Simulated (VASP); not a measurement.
Si, 6 atoms in the cell. The cell holds a slab with vacuum, 6 atoms: a = 3.869 Å, b = 3.869 Å, c = 19.998 Å, α = 90.00°, β = 90.00°, γ = 120.00°. 

```yaml
Program: VASP 6.6.1
Task: single point
Functional: PBE
Potentials_or_basis: VASP PAW PBE potentials, release 64 (Si)
Cutoff: 520 eV
k_mesh: 9 × 9 × 1
Occupations: fermi-dirac, width 0.02 eV
Spin: no spin polarisation
Dipole_correction: yes
Further_INCAR_settings: ALGO = Normal; EDIFF = 1e-06; NBANDS = 21
```

Potentials or basis: VASP PAW PBE potentials, release 64 (Si).

Command:

```sh
$ cat potpaw_PBE.64/Si/POTCAR > POTCAR
$ mpirun -np 1 vasp_std > vasp.out
```

Hardware: 1 thread of Intel(R) Xeon(R) 6975P-C (Granite Rapids) (shared host).

Question: How long does it take, and how much memory?

Answer: Run time: 69 s on 1 thread of Intel(R) Xeon(R) 6975P-C (Granite Rapids), on a shared host, peak memory 0.36 GiB. Counts: scf iterations 20, k points 12.
